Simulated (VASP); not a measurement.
# Ag (Fm-3m) in VASP: a series of runs, part 2 of 2

VASP 6.6.1.

**3. Single point, PBE**

This run uses another cell than the first one, of 15.41 Å³/atom, 1.047 times its volume.

Contents of INCAR:

```
SYSTEM = Ag
  PREC = Accurate
  ENCUT = 520
  EDIFF = 1E-6
  ISMEAR = -1
  SIGMA = 0.05
  LREAL = .FALSE.
  LASPH = .TRUE.
  NELM = 100
  ALGO = Normal
  ISIF = 2
  LWAVE = .FALSE.
  LCHARG = .FALSE.
  GGA = PE
  NBANDS = 12
```

Contents of KPOINTS:

```
regular mesh
0
G
  11 11 11
  0 0 0
```

Contents of POSCAR:

```
Ag
1.0
    0.0000000000      1.9753069627      1.9753069627
    1.9753069627      0.0000000000      1.9753069627
    1.9753069627      1.9753069627      0.0000000000
Ag
1
Direct
    0.0000000000      0.0000000000      0.0000000000
```

Potentials or basis: VASP PAW PBE potentials, release 64 (Ag).

The run is started by

```
$ cat potpaw_PBE.64/Ag/POTCAR > POTCAR
$ mpirun -np 1 vasp_std > vasp.out
```

OUTCAR:

```text
SYSTEM = Ag
   PREC = Accurate
   ENCUT = 520
   EDIFF = 1E-6
   ISMEAR = -1
   LREAL = .FALSE.
   LASPH = .TRUE.
   NELM = 100
   ISIF = 2
   GGA = PE

 ion  position               nearest neighbor table
   1  0.000  0.000  0.000-

  LATTYP: Found a face centered cubic cell.
 ALAT       =     3.9506139254

  Lattice vectors:

 A1 = (   0.0000000000,   1.9753069627,   1.9753069627)
 A2 = (   1.9753069627,   0.0000000000,   1.9753069627)
 A3 = (   1.9753069627,   1.9753069627,   0.0000000000)

Analysis of symmetry for initial positions (statically):
=====================================================================
 Subroutine PRICEL returns:
 Original cell was already a primitive cell.

 Routine SETGRP: Setting up the symmetry group for a
 face centered cubic supercell.

 Subroutine GETGRP returns: Found 48 space group operations
 (whereof 48 operations were pure point group operations)
 out of a pool of 48 trial point group operations.

The static configuration has the point symmetry O_h .

Analysis of symmetry for dynamics (positions and initial velocities):
=====================================================================
 Subroutine PRICEL returns:
 Original cell was already a primitive cell.

 Routine SETGRP: Setting up the symmetry group for a
 face centered cubic supercell.

 Subroutine GETGRP returns: Found 48 space group operations
 (whereof 48 operations were pure point group operations)
 out of a pool of 48 trial point group operations.

The dynamic configuration has the point symmetry O_h .

 Subroutine INISYM returns: Found 48 space group operations
 (whereof 48 operations are pure point group operations),
 and found     1 'primitive' translations

----------------------------------------------------------------------------------------

                                     Primitive cell

  volume of cell :      15.4147

  direct lattice vectors                    reciprocal lattice vectors
     0.000000000  1.975306963  1.975306963    -0.253125215  0.253125215  0.253125215
     1.975306963  0.000000000  1.975306963     0.253125215 -0.253125215  0.253125215
     1.975306963  1.975306963  0.000000000     0.253125215  0.253125215 -0.253125215

  length of vectors
     2.793505897  2.793505897  2.793505897     0.438425733  0.438425733  0.438425733

  position of ions in fractional coordinates (direct lattice)
     0.000000000  0.000000000  0.000000000

  ion indices of the primitive-cell ions
   primitive index   ion index
                 1           1

----------------------------------------------------------------------------------------

 KPOINTS: regular mesh

Automatic generation of k-mesh.
 Grid dimensions read from file:
 generate k-points for:   11   11   11

 Generating k-lattice:

  Cartesian coordinates                     Fractional coordinates (reciprocal lattice)
    -0.023011383  0.023011383  0.023011383     0.090909091  0.000000000  0.000000000
     0.023011383 -0.023011383  0.023011383     0.000000000  0.090909091  0.000000000
     0.023011383  0.023011383 -0.023011383     0.000000000  0.000000000  0.090909091

  Length of vectors
     0.039856885  0.039856885  0.039856885

  Shift w.r.t. Gamma in fractional coordinates (k-lattice)
     0.000000000  0.000000000  0.000000000

 Subroutine IBZKPT returns following result:
 ===========================================

 Found     56 irreducible k-points:

 Following reciprocal coordinates:
            Coordinates               Weight
  0.000000  0.000000  0.000000      1.000000
  0.090909  0.000000  0.000000      8.000000
  0.181818  0.000000  0.000000      8.000000
  0.272727  0.000000  0.000000      8.000000
  0.363636  0.000000  0.000000      8.000000
  0.454545  0.000000  0.000000      8.000000
[... 16 lines left out ...]
 -0.272727  0.181818  0.000000     24.000000
 -0.181818  0.181818  0.000000     12.000000
 [... further k-points ...]
   k-points           NKPTS =     56   k-points in BZ     NKDIM =     56   number of bands    NBANDS=     12
   number of dos      NEDOS =    301   number of ions     NIONS =      1
   total plane-waves  NPLWV =  13824
   dimension x,y,z NGX =    24 NGY =   24 NGZ =   24
   dimension x,y,z NGXF=    48 NGYF=   48 NGZF=   48
   ions per type =               1
   NGX,Y,Z   is equivalent  to a cutoff of  14.28, 14.28, 14.28 a.u.
   NGXF,Y,Z  is equivalent  to a cutoff of  28.57, 28.57, 28.57 a.u.
 SYSTEM =  Ag
   PREC   = accura    normal or accurate (medium, high low for compatibility)
   ISTART =      0    job   : 0-new  1-cont  2-samecut
   ICHARG =      2    charge: 1-file 2-atom 10-const
   ISPIN  =      1    spin polarized calculation?
   LNONCOLLINEAR =      F non collinear calculations
   LSORBIT =      F    spin-orbit coupling
   LASPH  =      T    aspherical Exc in radial PAW
   ENCUT  =  520.0 eV  38.22 Ry    6.18 a.u.   5.19  5.19  5.19*2*pi/ulx,y,z
   NELM   =    100;   NELMIN=  2; NELMDL= -5     # of ELM steps
   EDIFF  = 0.1E-05   stopping-criterion for ELM
   LREAL  =      F    real-space projection
   EDIFFG = 0.1E-04   stopping-criterion for IOM
   NSW    =      0    number of steps for IOM
   IBRION =     -1    ionic relax: 0-MD 1-quasi-New 2-CG
   NFREE  =      0    steps in history (QN), initial steepest desc. (CG)
   ISIF   =      2    stress and relaxation
   ISYM   =      2    0-nonsym 1-usesym 2-fastsym
   POTIM  = 0.5000    time-step for ionic-motion
   TEBEG  =    0.0;   TEEND  =   0.0 temperature during run
   PSTRESS=    0.0 pullay stress
   NELECT =      11.0000    total number of electrons
   NUPDOWN=      -1.0000    fix difference up-down
   EMIN   =  10.00;   EMAX   =-10.00  energy-range for DOS
   EFERMI =   0.00;   METHOD = LEGACY
   ISMEAR =    -1;   SIGMA  =   0.05  broadening in eV -4-tet -1-fermi 0-gaus
   EFERMI_NEDOS =   21; number of points for ismear=-14 and -15
   IALGO  =     38    algorithm
   IMIX   =      4    mixing-type and parameters
     AMIX     =   0.40;   BMIX     =  1.00
     AMIX_MAG =   1.60;   BMIX_MAG =  1.00
  volume/ion in A,a.u.               =      15.41       104.02
  Fermi-wavevector in a.u.,A,eV,Ry     =   1.462944  2.764564 29.119272  2.140206
  Thomas-Fermi vector in A             =   2.579098
   LORBIT       =      0    0 simple, 1 ext, 2 COOP (PROOUT), +10 PAW based schemes
   GGA     = PE    functional components
   LHFCALC =     F    Hartree Fock is set to
   AEXX    =    0.0000 exact exchange contribution
   IVDW    =     0    specifies the selected vdW correction
   LEPSILON=     F    determine dielectric tensor
   LRPA    =     F    only Hartree local field effects (RPA)
 non-spin polarized calculation
  energy-cutoff  :      520.00
  volume of cell :       15.41
 maximum number of plane-waves:       428
 NGX is ok and might be reduce to    24
   NGX = 11   NGY = 11   NGZ = 11

 number of electron      10.9999999 magnetization

 Free energy of the ion-electron system (eV)
  ---------------------------------------------------
  ext. energy  EPLUGINS =         0.00000000
  ---------------------------------------------------
  free energy    TOTEN  =        -2.59608168 eV

  energy without entropy =       -2.59457663  energy(sigma->0) =       -2.59532916

 E-fermi :  10.1016     XC(G=0): -12.8248

 val. band max:        9.9954893886   @ k =  -0.4545   0.0909   0.0000
 cond. band min:      10.1929754272   @ k =   0.4545   0.3636   0.0000
 fundamental gap:      0.1974860385
 Fermi energy:        10.1016187618

 k-point     1 :       0.0000    0.0000    0.0000
  band No.  band energies     occupation
      1       1.3729      2.00000
      2       4.7047      2.00000
      3       4.7047      2.00000
      4       4.7047      2.00000
      5       5.9396      2.00000
      6       5.9396      2.00000
      7      26.1193      0.00000
      8      30.2996      0.00000
      9      30.2996      0.00000
     10      30.2996      0.00000
     11      35.3800      0.00000
     12      37.2667      0.00000

 k-point     2 :       0.0909    0.0000    0.0000
  band No.  band energies     occupation
      1       1.6501      2.00000
      2       4.6362      2.00000
      3       4.7850      2.00000
      4       4.7850      2.00000
      5       5.9092      2.00000
      6       5.9092      2.00000
      7      26.2144      0.00000
      8      28.4634      0.00000
      9      30.4942      0.00000
     10      30.4942      0.00000
     11      35.3222      0.00000
     12      36.7621      0.00000
[... 316 lines left out ...]
 k-point    24 :      -0.1818    0.1818    0.0000
  band No.  band energies     occupation
      1       3.5849      2.00000
      2       4.2145      2.00000
      3       4.9331      2.00000
      4       5.4291      2.00000
      5       5.4633      2.00000
      6       7.2285      2.00000
      7      22.6157      0.00000
      8      23.1385      0.00000
      9      29.3038      0.00000
     10      31.0304      0.00000
     11      32.4037      0.00000
     12      36.3094      0.00000

 [... further k-points ...]
[... 5 lines left out ...]
  --------------------------------------------------------------------------------------
  -------------------------------------------------------------------------------------
  Total        1.8888238      1.8888238      1.8888238     -0.0000000      0.0000000      0.0000000
  in kB      196.3216786    196.3216786    196.3216786     -0.0000000      0.0000000      0.0000000
  external PRESSURE =     196.3216786 kB  Pullay stress =       0.0000000 kB

 VOLUME and BASIS-vectors are now :
 -----------------------------------------------------------------------------
  energy-cutoff  :      520.00
  volume of cell :       15.41
      direct lattice vectors                 reciprocal lattice vectors
     0.000000000  1.975306963  1.975306963    -0.253125215  0.253125215  0.253125215
     1.975306963  0.000000000  1.975306963     0.253125215 -0.253125215  0.253125215
     1.975306963  1.975306963  0.000000000     0.253125215  0.253125215 -0.253125215

 POSITION                                       TOTAL-FORCE (eV/Angst)
 -----------------------------------------------------------------------------------
      0.00000      0.00000      0.00000         0.000000      0.000000      0.000000
 -----------------------------------------------------------------------------------
    total drift:                               -0.000000      0.000000      0.000000

  FREE ENERGIE OF THE ION-ELECTRON SYSTEM (eV)
  ---------------------------------------------------
  free  energy   TOTEN  =        -2.5960816825 eV

  energy  without entropy=       -2.5945766281  energy(sigma->0) =       -2.59532916
```

OSZICAR:

```text
N       E                     dE             d eps       ncg     rms          rms(c)
DAV:   1     0.527220273791E+02    0.52722E+02   -0.55249E+03  1352   0.838E+02
DAV:   2    -0.209375712918E+01   -0.54816E+02   -0.51704E+02  1596   0.198E+02
DAV:   3    -0.287901763642E+01   -0.78526E+00   -0.78500E+00  1548   0.250E+01
DAV:   4    -0.288129916340E+01   -0.22815E-02   -0.22814E-02  1564   0.139E+00
DAV:   5    -0.288131546336E+01   -0.16300E-04   -0.16300E-04  1568   0.106E-01    0.693E+00
DAV:   6    -0.261438535839E+01    0.26693E+00   -0.92145E-01  1524   0.884E+00    0.424E+00
DAV:   7    -0.260004627458E+01    0.14339E-01   -0.21129E-02  1552   0.135E+00    0.223E+00
DAV:   8    -0.259607364359E+01    0.39726E-02   -0.79491E-04  1532   0.213E-01    0.131E-01
DAV:   9    -0.259607730704E+01   -0.36635E-05   -0.83158E-06  1596   0.239E-02    0.274E-02
DAV:  10    -0.259608229905E+01   -0.49920E-05   -0.36990E-06  1556   0.169E-02    0.789E-03
DAV:  11    -0.259608168246E+01    0.61659E-06   -0.10546E-07   860   0.279E-03
   1 F= -.25960817E+01 E0= -.25953292E+01  d E =-.150505E-02
```

stdout:

```text
POSCAR found type information on POSCAR Ag
 POSCAR found :  1 types and       1 ions
 scaLAPACK will be used
 LDA part: xc-table for (Slater+PW92), standard interpolation
 POSCAR, INCAR and KPOINTS ok, starting setup
 FFT: planning ... GRIDC
 FFT: planning ... GRID_SOFT
 FFT: planning ... GRID
 WAVECAR not read
 entering main loop
```

It took 5.9 s on 1 thread of Intel Xeon 6975P-C (Granite Rapids), shared host; peak memory 0.14 GiB.

Results:

| Item | Value |
| --- | --- |
| Free energy | -2.5961 eV |
| Pressure | 19.6 GPa |

Levels at points of the mesh, in eV from the Fermi level:
```tsv
k point	band 4	band 5	band 6	band 7	band 8	band 9
(0.00, 0.00, 0.00)	-5.40	-4.16	-4.16	16.02	20.20	20.20
```
